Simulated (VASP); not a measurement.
# Si3N4 in VASP: further runs, part 2 of 2

VASP 6.6.1.

## Step 4: Single point, PBE

INCAR reads:

```
SYSTEM = Si3N4
PREC = Accurate
ENCUT = 520
EDIFF = 1E-6
ISMEAR = -1
SIGMA = 0.131
LREAL = .FALSE.
LASPH = .TRUE.
NELM = 60
ALGO = Normal
ISIF = 2
LWAVE = .FALSE.
LCHARG = .TRUE.
GGA = PE
LELF = .TRUE.
LVHAR = .TRUE.
NBANDS = 45
ISYM = 0
```

KPOINTS reads:

```
Automatic mesh
0
G
  1 1 1
  0 0 0
```

POSCAR reads:

```
Si3N4
1.0
    5.3378070000     -0.0461070000     -0.0620370000
   -0.0461070000      5.3190510000      0.1015160000
   -0.0620370000      0.1015160000      5.4132090000
Si N
6 8
Direct
    0.8483843062      0.7655071983      0.7829270934
    0.2009409574      0.2200831641      0.3182080743
    0.6921931218      0.4264415339      0.5175999940
    0.3567684183      0.7468545498      0.4618491833
    0.6906323130      0.2503664836      1.0530545842
    0.3664443176      0.7567840921      1.0134113448
    0.1783395990      0.8358386796      0.7311176521
    0.8177245567      0.4325377332      0.7985693288
    0.3808550334      0.3381522010      0.5441829874
    0.8952225987      0.2954880520      0.3161079055
    0.4163839346      0.4419688622      1.1245744066
    0.6997418576      0.7666072334      0.4825350334
    0.6531897371      0.9435247536      0.9888720485
    0.2320980390      0.9289921089      0.2358833925
```

Potentials or basis: VASP PAW PBE potentials, release 64 (Si, N).

Run with:

```
$ cat potpaw_PBE.64/Si/POTCAR potpaw_PBE.64/N/POTCAR > POTCAR
$ mpirun -np 1 vasp_gam > vasp.out
```

OUTCAR:

```text
SYSTEM = Si3N4
   PREC = Accurate
   ENCUT = 520
   EDIFF = 1E-6
   ISMEAR = -1
   LREAL = .FALSE.
   LASPH = .TRUE.
   NELM = 60
   ISIF = 2
   GGA = PE
   ISYM = 0

 ion  position               nearest neighbor table
   1  0.848  0.766  0.783-   8 1.78  12 1.79   7 1.82  13 1.84   3 2.47   6 2.88   6 3.01   4 3.12

   2  0.201  0.220  0.318-  14 1.64   9 1.67  10 1.69  11 1.93   4 2.74   5 3.01   3 3.02   4 3.03
                             5 3.05
   3  0.692  0.426  0.518-   8 1.65   9 1.73  10 1.73  12 1.81   1 2.47   4 2.50   5 2.72   5 3.01
                             2 3.02
   4  0.357  0.747  0.462-  14 1.67  12 1.83   7 1.84   9 2.21   6 2.43   3 2.50   2 2.74   6 2.99
                             2 3.03   1 3.12
   5  0.691  0.250  0.053-  13 1.69   8 1.79  10 1.80  11 1.86   3 2.72   2 3.01   3 3.01   2 3.05
                             6 3.13
   6  0.366  0.757  0.013-  14 1.72  11 1.78  13 1.81   7 1.85   4 2.43   1 2.88   4 2.99   1 3.01
                             5 3.13
[... 210 lines left out ...]

  FORCE on cell =-STRESS in cart. coord.  units (eV):
  Direction    XX          YY          ZZ          XY          YZ          ZX
  --------------------------------------------------------------------------------------
  -------------------------------------------------------------------------------------
  Total      -15.1610719    -15.8420458     23.9496403      2.1282392     -0.5204973      2.7368607
  in kB     -158.1367851   -165.2396482    249.8054982     22.1984896     -5.4290209     28.5466852
  external PRESSURE =     -24.5236450 kB  Pullay stress =       0.0000000 kB

 VOLUME and BASIS-vectors are now :
 -----------------------------------------------------------------------------
  energy-cutoff  :      520.00
  volume of cell :      153.61
      direct lattice vectors                 reciprocal lattice vectors
     5.337807000 -0.046107000 -0.062037000     0.187381148  0.001583854  0.002117742
    -0.046107000  5.319051000  0.101516000     0.001583854  0.188084163 -0.003509064
    -0.062037000  0.101516000  5.413209000     0.002117742 -0.003509064  0.184823384

 POSITION                                       TOTAL-FORCE (eV/Angst)
 -----------------------------------------------------------------------------------
      4.44465      4.11214      4.26323         1.164200      0.281243     -1.242836
      1.04270      1.19367      1.73240        -0.648510      3.253751     -0.039307
      3.64302      2.28889      2.80223        -0.433814     -0.018513     -0.537580
      1.84127      4.00299      2.55377         0.833054     -1.582129      5.165078
      3.67163      1.30526      0.26977         1.085804      2.365200     -1.050432
      1.92028      4.00984      0.12669         0.111655      0.767182     -3.335689
      0.86805      4.51187      4.03148        -0.061789     -2.182118      1.513968
      4.29537      2.34406      4.31600         0.842376      0.213722      3.813285
      1.98358      1.83633      2.95648         0.275594      0.594215      2.501892
      4.74529      1.56253      1.68562        -0.719830     -1.041471     -1.816129
      2.19447      2.34430      0.69338         0.142718      1.835733     -3.126312
      3.66981      4.09435      2.64648        -2.543510     -0.930063      0.901063
      3.38175      5.08893      5.40823         0.225076     -1.640243     -1.992977
      1.18143      4.95460      1.35680        -0.273025     -1.916510     -0.754023
 -----------------------------------------------------------------------------------
    total drift:                               -0.000345     -0.000256      0.000302

  FREE ENERGIE OF THE ION-ELECTRON SYSTEM (eV)
  ---------------------------------------------------
  free  energy   TOTEN  =      -106.0621586238 eV

  energy  without entropy=     -106.0578567804  energy(sigma->0) =     -106.06000770
```

OSZICAR:

```text
N       E                     dE             d eps       ncg     rms          rms(c)
DAV:   1     0.505094739665E+03    0.50509E+03   -0.36544E+04    90   0.138E+03
DAV:   2    -0.767298972614E+02   -0.58182E+03   -0.54646E+03   119   0.323E+02
DAV:   3    -0.121890439395E+03   -0.45161E+02   -0.44735E+02   116   0.981E+01
DAV:   4    -0.122875030891E+03   -0.98459E+00   -0.98121E+00   124   0.155E+01
DAV:   5    -0.122887333358E+03   -0.12302E-01   -0.12290E-01   116   0.181E+00    0.285E+01
DAV:   6    -0.106133543856E+03    0.16754E+02   -0.55852E+01   108   0.313E+01    0.130E+01
DAV:   7    -0.106139990793E+03   -0.64469E-02   -0.40088E+00   116   0.859E+00    0.628E+00
DAV:   8    -0.106062609037E+03    0.77382E-01   -0.26160E-01   111   0.263E+00    0.247E+00
DAV:   9    -0.106059832953E+03    0.27761E-02   -0.59037E-02   116   0.144E+00    0.443E-01
DAV:  10    -0.106061195845E+03   -0.13629E-02   -0.97524E-03   103   0.523E-01    0.325E-01
DAV:  11    -0.106061910097E+03   -0.71425E-03   -0.18171E-03   116   0.247E-01    0.141E-01
DAV:  12    -0.106062112695E+03   -0.20260E-03   -0.44110E-04   111   0.124E-01    0.483E-02
DAV:  13    -0.106062153131E+03   -0.40436E-04   -0.85470E-05   100   0.474E-02    0.192E-02
DAV:  14    -0.106062156530E+03   -0.33996E-05   -0.11017E-05   116   0.191E-02    0.845E-03
DAV:  15    -0.106062158402E+03   -0.18720E-05   -0.39261E-06   100   0.102E-02    0.310E-03
DAV:  16    -0.106062158624E+03   -0.22132E-06   -0.45142E-07    60   0.452E-03
   1 F= -.10606216E+03 E0= -.10606001E+03  d E =-.430184E-02
```

Run time: 13 s. Hardware: 1 thread of Intel Xeon Platinum 8488C (Sapphire Rapids), shared host; peak memory 0.21 GiB.

Results:

```yaml
Free_energy: -106.0622 eV
Pressure: -2.5 GPa
Largest_force: 5.466 eV/Å
Band_gap_on_the_k_mesh: 1.80 eV
```

Forces in eV/Å, atoms in the order of the input:
```
Si   1.164  0.281 -1.243
Si  -0.649  3.254 -0.039
Si  -0.434 -0.019 -0.538
Si   0.833 -1.582  5.165
Si   1.086  2.365 -1.050
Si   0.112  0.767 -3.336
N   -0.062 -2.182  1.514
N    0.842  0.214  3.813
N    0.276  0.594  2.502
N   -0.720 -1.041 -1.816
N    0.143  1.836 -3.126
N   -2.544 -0.930  0.901
N    0.225 -1.640 -1.993
N   -0.273 -1.917 -0.754
```

Stress tensor (GPa, compression positive):
```
-15.81   2.22   2.85
  2.22 -16.52  -0.54
  2.85  -0.54  24.98
```

Levels at points of the mesh, in eV from the valence-band top:
```tsv
k point	band 29	band 30	band 31	band 32	band 33	band 34	band 35	band 36
(0.00, 0.00, 0.00)	-1.97	-1.88	-1.19	0.00	1.80	3.32	3.57	4.35
```

Caveat: the k points lie up to 1.18 Å⁻¹ apart.

## Step 5: Single point, PBE

INCAR reads:

```
SYSTEM = Si3N4
PREC = Accurate ; ENCUT = 520
EDIFF = 1E-7 ; ISMEAR = -1
SIGMA = 0.05 ; LREAL = .False.
LASPH = .True. ; NELM = 80
ALGO = Normal ; ISIF = 2
LWAVE = .False. ; LCHARG = .False.
GGA = PE ; ISYM = 0
NBANDS = 45
```

KPOINTS reads:

```
Automatic mesh
0
Gamma
  1 1 1
  0 0 0
```

POSCAR reads:

```
Si3N4
1.0
    5.3378070000     -0.0461070000     -0.0620370000
   -0.0461070000      5.3190510000      0.1015160000
   -0.0620370000      0.1015160000      5.4132090000
Si N
6 8
Direct
    0.8486953546      0.7662676101      0.7622177697
    0.2054865666      0.2297934781      0.2707665740
    0.6937947227      0.3876415030      0.5426816383
    0.3292748233      0.7059741484      0.5200300876
    0.6985504452      0.2671346303      0.0529309943
    0.3880368210      0.7850703152      0.0251208557
    0.1637251813      0.8159739979      0.7736077810
    0.8475759003      0.4434524162      0.8174688158
    0.3591639189      0.3460820267      0.5446729637
    0.8860004693      0.2516714231      0.3108740370
    0.4154499318      0.4556586877      0.0891322726
    0.6754765252      0.7126987954      0.4931238026
    0.6502244999      0.9629735414      0.9557855156
    0.2654284110      0.9211162496      0.2771366014
```

Run with:

```
$ cat potpaw_PBE.64/Si/POTCAR potpaw_PBE.64/N/POTCAR > POTCAR
$ mpirun -np 1 vasp_gam > vasp.out
```

Wall time 15 s (1 thread of Intel Xeon Platinum 8488C (Sapphire Rapids), shared host); peak memory 0.22 GiB.

The run converged. Its results:

- Free energy: -107.6849 eV
- Pressure: -2.6 GPa
- Largest force: 3.477 eV/Å
- Band gap on the k mesh: 1.92 eV

Forces on the atoms (eV/Å):
```
Si  -0.217  0.424  0.768
Si   0.323  2.050  2.790
Si  -0.145  0.372 -0.726
Si   1.542 -0.208  0.512
Si  -0.271  1.101 -1.855
Si  -1.538 -0.901 -0.315
N    1.559 -0.291 -0.556
N   -0.477 -2.216  1.467
N   -0.339  0.440  0.081
N   -0.147  0.526  0.857
N    0.406 -0.897 -0.682
N   -1.363  1.710  0.218
N    0.944 -0.966 -1.254
N   -0.277 -1.145 -1.305
```

Stress tensor (GPa, compression positive):
```
-12.52   4.93   3.92
  4.93 -13.13  -0.85
  3.92  -0.85  17.86
```

Levels at points of the mesh, in eV from the valence-band top:
```
           k point  band 30  band 31  band 32  band 33  band 34  band 35
(0.00, 0.00, 0.00)    -1.29    -1.22     0.00     1.92     3.87     4.13
```

Caveat: the k points lie up to 1.18 Å⁻¹ apart.
